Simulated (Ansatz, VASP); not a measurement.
Zr2O: VASP beside Ansatz

POSCAR

```
Zr2O
1.0
    4.8763490000      0.0000000000      0.0000000000
    0.0000000000      4.8763490000      0.0000000000
    0.0000000000      0.0000000000      4.8763490000
Zr O
4 2
Direct
    0.2500000000      0.2500000000      0.7500000000
    0.7500000000      0.2500000000      0.2500000000
    0.2500000000      0.7500000000      0.2500000000
    0.7500000000      0.7500000000      0.7500000000
    0.0000000000      0.0000000000      0.0000000000
    0.5000000000      0.5000000000      0.5000000000
```

File INCAR.step1:

```
SYSTEM = Zr2O
ALGO     = Normal         ! electronic algorithm
EDIFF    = 1E-4           ! SCF threshold, eV
ENCUT    = 520            ! plane-wave cutoff, eV
GGA      = PE             ! functional
ISMEAR   = 0              ! smearing method
LASPH    = .True.         ! aspherical terms in the spheres
LCHARG   = .False.        ! write CHGCAR
LREAL    = .False.        ! projectors in reciprocal space
LWAVE    = .True.         ! write WAVECAR
NBANDS   = 39             ! bands
NELM     = 80             ! most SCF steps
PREC     = Accurate       ! precision mode
SIGMA    = 0.1            ! smearing width, eV
```

INCAR.step2

```
SYSTEM = Zr2O
ALGO     = Normal         ! electronic algorithm
EDIFF    = 1E-6           ! SCF threshold, eV
ENCUT    = 520            ! plane-wave cutoff, eV
ISIF     = 2              ! what is computed and relaxed
ISMEAR   = 0              ! smearing method
ISTART   = 1            
LASPH    = .True.         ! aspherical terms in the spheres
LCHARG   = .True.         ! write CHGCAR
LELF     = .True.         ! ELF
LMIXTAU  = .True.       
LREAL    = .False.        ! projectors in reciprocal space
LVHAR    = .True.       
LWAVE    = .False.        ! write WAVECAR
METAGGA  = R2SCAN         ! meta-GGA
NBANDS   = 39             ! bands
NELM     = 80             ! most SCF steps
PREC     = Accurate       ! precision mode
SIGMA    = 0.1            ! smearing width, eV
```

KPOINTS

```
k-points
0
Gamma
  4 4 4
  0 0 0
```

Input for Ansatz:

```yaml
crystal:
  lattice:
    - [4.876349, 0.0, 0.0]
    - [0.0, 4.876349, 0.0]
    - [0.0, 0.0, 4.876349]
  atoms:
    - { symbol: Zr, position: [0.25, 0.25, 0.75] }
    - { symbol: Zr, position: [0.75, 0.25, 0.25] }
    - { symbol: Zr, position: [0.25, 0.75, 0.25] }
    - { symbol: Zr, position: [0.75, 0.75, 0.75] }
    - { symbol: O, position: [0.0, 0.0, 0.0] }
    - { symbol: O, position: [0.5, 0.5, 0.5] }
basis:
  ecutwfc: 500
kpoints:
  mp_grid: { grid: [4, 4, 4] }
hamiltonian:
  xc: r2scan
scf:
  occupations: { method: gaussian, width: 0.1 }
  lower_state_search: "off"
output:
  forces: true
  stress: true
  eigenvalues: true
```

Alike in both runs: task single point; functional r2SCAN; k mesh 4 × 4 × 4; occupations gaussian, width 0.1 eV; no spin polarisation.

|  | VASP | Ansatz |
| --- | --- | --- |
| version | VASP 6.6.1 | Ansatz 0.2.0 |
| potentials or method | VASP PAW PBE potentials, release 64 (Zr_sv, O), cutoff 520 eV | scalar-relativistic, plane waves, PAW |
| valence electrons in the cell | 60 | 60 |

Ansatz gave:

| Property | Result |
| --- | --- |
| gap on the k mesh at the Fermi level (eV) | none |
| pressure (GPa) | -2.8 |

Question: Which values does VASP return?

Answer: gap on the k mesh at the Fermi level (eV): none; pressure (GPa): -2.6.

VASP's potentials were made for PBE, not for r2SCAN. A gap of «none» marks a metal or a gap that the smearing closes. The functional is the same, so the differences come from potentials, cutoffs and numerics.
